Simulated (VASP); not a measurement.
O:

```xyz
2
Lattice="0.0000 2.3957 2.3957 2.3957 0.0000 2.3957 2.3957 2.3957 0.0000" Properties=species:S:1:pos:R:3 pbc="T T T"
O    -0.5989   -0.5989   -0.5989
O     0.5989    0.5989    0.5989
```

- Program: VASP 6.6.1
- Task: relaxation of cell and atoms
- Functional: PBEsol
- Potentials or basis: VASP PAW PBE potentials, release 64 (O)
- Cutoff: 600 eV
- k mesh: 14 × 14 × 14
- Occupations: fermi-dirac, width 0.08 eV
- Spin: no spin polarisation

At the start: pressure -20.6 GPa; volume 13.75 Å³/atom.

How do energy, volume and symmetry change on relaxing?

Over 6 steps the energy falls by 303.6 meV/atom and the volume is 10.19 Å³/atom (-25.9 %); space group Fd-3m (No. 227, to 0.05 Å).

Step by step:
```csv
step,energy change (eV),largest force (eV/Å),pressure (GPa),volume (Å³)
1,0.0000,0.0000,-20.57,27.50
2,-0.5984,0.0000,-4.13,21.06
3,-0.6072,0.0000,-0.29,20.43
4,-0.6071,0.0000,0.58,20.30
5,-0.6072,0.0000,-0.18,20.41
6,-0.6073,0.0000,0.00,20.38
```

Final structure:
```cif
data_structure
_symmetry_space_group_name_H-M 'P 1'
_symmetry_Int_Tables_number 1
_cell_length_a 3.0662
_cell_length_b 3.0662
_cell_length_c 3.0662
_cell_angle_alpha 60.000
_cell_angle_beta 60.000
_cell_angle_gamma 60.000
_cell_volume 20.38
loop_
_atom_site_label
_atom_site_type_symbol
_atom_site_fract_x
_atom_site_fract_y
_atom_site_fract_z
_atom_site_occupancy
O1 O 0.87500 0.87500 0.87500 1
O2 O 0.12500 0.12500 0.12500 1
```

Caveat: the volume moved by over 15 % at a fixed basis, so the end points are rough; the PAW data sets were made with another functional, which shifts forces and pressure a little.
